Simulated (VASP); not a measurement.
CdF2:

```
CELL_PARAMETERS angstrom
0.00000 2.68258 2.68258
2.68258 0.00000 2.68258
2.68258 2.68258 0.00000
ATOMIC_POSITIONS crystal
Cd 0.00000 0.00000 0.00000
F 0.25000 0.25000 0.25000
F 0.75000 0.75000 0.75000
```

Base run:

| Item | Value |
| --- | --- |
| Program | VASP 6.6.1 |
| Functional | r2SCAN |
| Potentials or basis | VASP PAW PBE potentials, release 64 (Cd, F) |
| Cutoff | 520 eV |
| k mesh | 8 × 8 × 8 |
| Occupations | gaussian, width 0.01 eV |
| Spin | no spin polarisation |

Its results: band gap on the k mesh 3.80 eV (least direct gap 4.28 eV); pressure 2.6 GPa.

Problem. The run is repeated on the same cell with these changes: functional from r2SCAN to PBE; occupations from gaussian, width 0.01 eV to fermi-dirac, width 0.02 eV. What comes out?

Solution. Band gap on the k mesh 3.11 eV (least direct gap 3.60 eV); pressure 7.8 GPa.

Caveats: the PAW data sets were made with another functional, which shifts forces and pressure a little (at least some runs); the cell stands under pressure (at least some runs).

A k mesh can miss the band edges.
